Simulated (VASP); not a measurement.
Set up this calculation in VASP 6.6.1, as the native input.

```
Task                   : single point
Functional             : r2SCAN
Potentials or basis    : VASP PAW PBE potentials, release 64 (Hf_pv, C)
Cutoff                 : 520 eV
k mesh                 : 12 × 12 × 12
Occupations            : gaussian, width 0.1 eV
Spin                   : no spin polarisation
Dipole correction      : no
Further INCAR settings : ALGO = Normal; EDIFF = 1e-06; NBANDS = 14
```

The system is HfC.

```
Hf C
1.0
     3.19994    0.00000    0.00000
    -1.59997    2.77123    0.00000
     1.59997    0.92374    2.76156
Hf C
1 1
Direct
  0.00000 0.00000 0.00000
  0.00000 0.50000 0.50000
```

One way to write it, as run:

POSCAR

```
HfC
1.0
    3.1999394429      0.0000000000      0.0000000000
   -1.5999697215      2.7712288482      0.0000000000
    1.5999697215      0.9237429494      2.7615583284
Hf C
1 1
Direct
    0.0000000000      0.0000000000      0.0000000000
    0.0000000000      0.5000000000      0.5000000000
```

INCAR.step1

```
PREC = Accurate
ENCUT = 520
ISMEAR = 0
SIGMA = 0.1
LREAL = False
LASPH = True
NELM = 100
NBANDS = 14
GGA = PE
ALGO = Normal
EDIFF = 1E-4
LWAVE = True
LCHARG = False
```

INCAR.step2

```
PREC = Accurate
ENCUT = 520
EDIFF = 1E-6
ISMEAR = 0
SIGMA = 0.1
LREAL = False
LASPH = True
NELM = 100
ALGO = Normal
ISIF = 2
LWAVE = False
LCHARG = False
METAGGA = R2SCAN
LMIXTAU = True
NBANDS = 14
ISTART = 1
```

KPOINTS

```
regular mesh
0
Gamma
  12 12 12
```

Potentials or basis: VASP PAW PBE potentials, release 64 (Hf_pv, C).

Run with:

```sh
$ cat potpaw_PBE.64/Hf_pv/POTCAR potpaw_PBE.64/C/POTCAR > POTCAR
$ cp INCAR.step1 INCAR
$ mpirun -np 1 vasp_std > vasp.out
$ cp INCAR.step2 INCAR
$ mpirun -np 1 vasp_std > vasp.out
```

It gave:

- Pressure: 4.1 GPa
- Band gap on the k mesh: zero (band 7 reaches 7.28 eV, above the bottom of band 8 at 5.83 eV)

Caveat: the PAW data sets were made with another functional, which shifts forces and pressure a little; spin-orbit coupling is left out, which moves the levels of the heavy elements.

Wall time 4 min on 1 thread of AMD EPYC 7R43 64-Core Processor (Zen 3) (shared host), peak memory 0.17 GiB.
